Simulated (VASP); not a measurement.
# In (Pm-3m) in VASP: further runs

In is run at these levels: PBE; tasks: single point, relaxation of cell and atoms.

Everything below comes from runs of VASP 6.6.1. Logs are shortened: lines on timing, memory, paths and dates and some standing lists are left out, and cuts for length are marked.

### 1 The cell of the first run

The structure is cubic, space group Pm-3m (No. 221). The conventional cell has a = 3.095 Å, b = 3.095 Å, c = 3.095 Å, α = 90.00°, β = 90.00°, γ = 90.00°. In (site symmetry m-3m) has 6 In at 3.09 Å within 4.1 Å.

### 2 Single point, PBE

Input file INCAR:

```
PREC = Accurate
ENCUT = 520
EDIFF = 1E-6
ISMEAR = -1
SIGMA = 0.05
LREAL = False
LASPH = True
NELM = 80
ALGO = Normal
ISIF = 2
LWAVE = False
LCHARG = True
GGA = PE
LELF = True
LVHAR = True
NBANDS = 12
```

Input file KPOINTS:

```
regular mesh
0
Gamma
  13 13 13
```

Input file POSCAR:

```
In
1.0
    3.0946248357      0.0000000000      0.0000000000
    0.0000000000      3.0946248357      0.0000000000
    0.0000000000      0.0000000000      3.0946248357
In
1
Direct
    0.0000000000      0.0000000000      0.0000000000
```

Potentials or basis: VASP PAW PBE potentials, release 64 (In_d).

Command:

```sh
$ cat potpaw_PBE.64/In_d/POTCAR > POTCAR
$ mpirun -np 1 vasp_std > vasp.out
```

OUTCAR:

```text
PREC = Accurate
   ENCUT = 520
   EDIFF = 1E-6
   ISMEAR = -1
   LREAL = False
   LASPH = True
   NELM = 80
   ISIF = 2
   GGA = PE

 ion  position               nearest neighbor table
   1  0.000  0.000  0.000-

  LATTYP: Found a simple cubic cell.
 ALAT       =     3.0946248357

  Lattice vectors:

 A1 = (   3.0946248357,   0.0000000000,   0.0000000000)
 A2 = (   0.0000000000,   3.0946248357,   0.0000000000)
 A3 = (   0.0000000000,   0.0000000000,   3.0946248357)

Analysis of symmetry for initial positions (statically):
=====================================================================
 Subroutine PRICEL returns:
 Original cell was already a primitive cell.

 Routine SETGRP: Setting up the symmetry group for a
 simple cubic supercell.

 Subroutine GETGRP returns: Found 48 space group operations
 (whereof 48 operations were pure point group operations)
 out of a pool of 48 trial point group operations.

The static configuration has the point symmetry O_h .

Analysis of symmetry for dynamics (positions and initial velocities):
=====================================================================
 Subroutine PRICEL returns:
 Original cell was already a primitive cell.

 Routine SETGRP: Setting up the symmetry group for a
 simple cubic supercell.

 Subroutine GETGRP returns: Found 48 space group operations
 (whereof 48 operations were pure point group operations)
 out of a pool of 48 trial point group operations.

The dynamic configuration has the point symmetry O_h .

 Subroutine INISYM returns: Found 48 space group operations
 (whereof 48 operations are pure point group operations),
 and found     1 'primitive' translations

----------------------------------------------------------------------------------------

                                     Primitive cell

  volume of cell :      29.6363

  direct lattice vectors                    reciprocal lattice vectors
     3.094624836  0.000000000  0.000000000     0.323140947  0.000000000  0.000000000
     0.000000000  3.094624836  0.000000000     0.000000000  0.323140947  0.000000000
     0.000000000  0.000000000  3.094624836     0.000000000  0.000000000  0.323140947

  length of vectors
     3.094624836  3.094624836  3.094624836     0.323140947  0.323140947  0.323140947

  position of ions in fractional coordinates (direct lattice)
     0.000000000  0.000000000  0.000000000

  ion indices of the primitive-cell ions
   primitive index   ion index
                 1           1

----------------------------------------------------------------------------------------

 KPOINTS: regular mesh

Automatic generation of k-mesh.
 Grid dimensions read from file:
 generate k-points for:   13   13   13

 Generating k-lattice:

  Cartesian coordinates                     Fractional coordinates (reciprocal lattice)
     0.024856996  0.000000000  0.000000000     0.076923077  0.000000000  0.000000000
     0.000000000  0.024856996  0.000000000     0.000000000  0.076923077  0.000000000
     0.000000000  0.000000000  0.024856996     0.000000000  0.000000000  0.076923077

  Length of vectors
     0.024856996  0.024856996  0.024856996

  Shift w.r.t. Gamma in fractional coordinates (k-lattice)
     0.000000000  0.000000000  0.000000000

 Subroutine IBZKPT returns following result:
 ===========================================

 Found     84 irreducible k-points:

 Following reciprocal coordinates:
            Coordinates               Weight
  0.000000  0.000000  0.000000      1.000000
  0.076923  0.000000  0.000000      6.000000
  0.153846  0.000000  0.000000      6.000000
  0.230769  0.000000  0.000000      6.000000
  0.307692  0.000000  0.000000      6.000000
  0.384615  0.000000  0.000000      6.000000
[... 16 lines left out ...]
  0.307692  0.307692  0.000000     12.000000
  0.384615  0.307692  0.000000     24.000000
 [... further k-points ...]
   k-points           NKPTS =     84   k-points in BZ     NKDIM =     84   number of bands    NBANDS=     12
   number of dos      NEDOS =    301   number of ions     NIONS =      1
   total plane-waves  NPLWV =  13824
   dimension x,y,z NGX =    24 NGY =   24 NGZ =   24
   dimension x,y,z NGXF=    48 NGYF=   48 NGZF=   48
   ions per type =               1
   NGX,Y,Z   is equivalent  to a cutoff of  12.89, 12.89, 12.89 a.u.
   NGXF,Y,Z  is equivalent  to a cutoff of  25.79, 25.79, 25.79 a.u.
 SYSTEM =  unknown system
   PREC   = accura    normal or accurate (medium, high low for compatibility)
   ISTART =      0    job   : 0-new  1-cont  2-samecut
   ICHARG =      2    charge: 1-file 2-atom 10-const
   ISPIN  =      1    spin polarized calculation?
   LNONCOLLINEAR =      F non collinear calculations
   LSORBIT =      F    spin-orbit coupling
   LASPH  =      T    aspherical Exc in radial PAW
   ENCUT  =  520.0 eV  38.22 Ry    6.18 a.u.   5.75  5.75  5.75*2*pi/ulx,y,z
   NELM   =     80;   NELMIN=  2; NELMDL= -5     # of ELM steps
   EDIFF  = 0.1E-05   stopping-criterion for ELM
   LREAL  =      F    real-space projection
   EDIFFG = 0.1E-04   stopping-criterion for IOM
   NSW    =      0    number of steps for IOM
   IBRION =     -1    ionic relax: 0-MD 1-quasi-New 2-CG
   NFREE  =      0    steps in history (QN), initial steepest desc. (CG)
   ISIF   =      2    stress and relaxation
   ISYM   =      2    0-nonsym 1-usesym 2-fastsym
   POTIM  = 0.5000    time-step for ionic-motion
   TEBEG  =    0.0;   TEEND  =   0.0 temperature during run
   PSTRESS=    0.0 pullay stress
   NELECT =      13.0000    total number of electrons
   NUPDOWN=      -1.0000    fix difference up-down
   EMIN   =  10.00;   EMAX   =-10.00  energy-range for DOS
   EFERMI =   0.00;   METHOD = LEGACY
   ISMEAR =    -1;   SIGMA  =   0.05  broadening in eV -4-tet -1-fermi 0-gaus
   EFERMI_NEDOS =   21; number of points for ismear=-14 and -15
   IALGO  =     38    algorithm
   IMIX   =      4    mixing-type and parameters
     AMIX     =   0.40;   BMIX     =  1.00
     AMIX_MAG =   1.60;   BMIX_MAG =  1.00
  volume/ion in A,a.u.               =      29.64       200.00
  Fermi-wavevector in a.u.,A,eV,Ry     =   1.243888  2.350607 21.051714  1.547257
  Thomas-Fermi vector in A             =   2.378179
   LORBIT       =      0    0 simple, 1 ext, 2 COOP (PROOUT), +10 PAW based schemes
   GGA     = PE    functional components
   LHFCALC =     F    Hartree Fock is set to
   AEXX    =    0.0000 exact exchange contribution
   IVDW    =     0    specifies the selected vdW correction
   LEPSILON=     F    determine dielectric tensor
   LRPA    =     F    only Hartree local field effects (RPA)
 non-spin polarized calculation
  energy-cutoff  :      520.00
  volume of cell :       29.64
 maximum number of plane-waves:       813
 NGX is ok and might be reduce to    24
   NGX = 11   NGY = 11   NGZ = 11

 number of electron      12.9999985 magnetization

 Free energy of the ion-electron system (eV)
  ---------------------------------------------------
  ext. energy  EPLUGINS =         0.00000000
  ---------------------------------------------------
  free energy    TOTEN  =        -2.45963085 eV

  energy without entropy =       -2.45188415  energy(sigma->0) =       -2.45575750

 E-fermi :   6.0464     XC(G=0):  -9.5927

 val. band max:        6.0438646984   @ k =   0.3846   0.3846   0.0000
 cond. band min:       6.0659485986   @ k =   0.3077   0.0769   0.0000
 fundamental gap:      0.0220839002
 Fermi energy:         6.0464483681

 k-point     1 :       0.0000    0.0000    0.0000
  band No.  band energies     occupation
      1      -8.8631      2.00000
      2      -8.8631      2.00000
      3      -8.2210      2.00000
      4      -8.2210      2.00000
      5      -8.2210      2.00000
      6      -2.7535      2.00000
      7      13.1132      0.00000
      8      13.1132      0.00000
      9      13.1132      0.00000
     10      16.2585      0.00000
     11      16.2585      0.00000
     12      17.2814      0.00000

 k-point     2 :       0.0769    0.0000    0.0000
  band No.  band energies     occupation
      1      -8.8607      2.00000
      2      -8.8367      2.00000
      3      -8.2312      2.00000
      4      -8.2312      2.00000
      5      -8.2201      2.00000
      6      -2.6569      2.00000
      7      11.8766      0.00000
      8      13.2236      0.00000
      9      13.2236      0.00000
     10      16.3192      0.00000
     11      16.8246      0.00000
     12      18.1428      0.00000

 k-point     3 :       0.1538    0.0000    0.0000
  band No.  band energies     occupation
      1      -8.8543      2.00000
      2      -8.7638      2.00000
      3      -8.2595      2.00000
      4      -8.2595      2.00000
      5      -8.2178      2.00000
      6      -2.3655      2.00000
      7       9.8559      0.00000
      8      13.5475      0.00000
      9      13.5475      0.00000
     10      16.5023      0.00000
     11      17.1019      0.00000
     12      20.4530      0.00000
[... 286 lines left out ...]
 k-point    23 :       0.3077    0.3077    0.0000
  band No.  band energies     occupation
      1      -8.6860      2.00000
      2      -8.5066      2.00000
      3      -8.3308      2.00000
      4      -8.3290      2.00000
      5      -8.3242      2.00000
      6       0.3354      2.00000
      7       7.0075      0.00000
      8       7.9535      0.00000
      9      14.5540      0.00000
     10      16.3965      0.00000
     11      18.6048      0.00000
     12      22.3716      0.00000

 k-point    24 :       0.3846    0.3077    0.0000
  band No.  band energies     occupation
      1      -8.6656      2.00000
      2      -8.5533      2.00000
      3      -8.3597      2.00000
      4      -8.3224      2.00000
      5      -8.2421      2.00000
      6       1.1653      2.00000
      7       5.7195      1.99711
      8       8.3046      0.00000
      9      13.1636      0.00000
     10      17.1490      0.00000
     11      19.1720      0.00000
     12      21.7003      0.00000

 [... further k-points ...]
[... 5 lines left out ...]
  --------------------------------------------------------------------------------------
  -------------------------------------------------------------------------------------
  Total       -0.0142193     -0.0142193     -0.0142193      0.0000000      0.0000000     -0.0000000
  in kB       -0.7687142     -0.7687142     -0.7687142      0.0000000      0.0000000     -0.0000000
  external PRESSURE =      -0.7687142 kB  Pullay stress =       0.0000000 kB

 VOLUME and BASIS-vectors are now :
 -----------------------------------------------------------------------------
  energy-cutoff  :      520.00
  volume of cell :       29.64
      direct lattice vectors                 reciprocal lattice vectors
     3.094624836  0.000000000  0.000000000     0.323140947  0.000000000  0.000000000
     0.000000000  3.094624836  0.000000000     0.000000000  0.323140947  0.000000000
     0.000000000  0.000000000  3.094624836     0.000000000  0.000000000  0.323140947

 POSITION                                       TOTAL-FORCE (eV/Angst)
 -----------------------------------------------------------------------------------
      0.00000      0.00000      0.00000         0.000000      0.000000      0.000000
 -----------------------------------------------------------------------------------
    total drift:                                0.000000     -0.000000      0.000000

  FREE ENERGIE OF THE ION-ELECTRON SYSTEM (eV)
  ---------------------------------------------------
  free  energy   TOTEN  =        -2.4596308455 eV

  energy  without entropy=       -2.4518841548  energy(sigma->0) =       -2.45575750
```

It took 6 s on 1 thread of Intel Xeon 6975P-C (Granite Rapids), shared host; peak memory 0.15 GiB.

Results:

```yaml
Free_energy: -2.4596 eV
Pressure: -0.1 GPa
```

Caveat: spin-orbit coupling is left out, which moves the levels of the heavy elements.

[end of part 1 of 2]
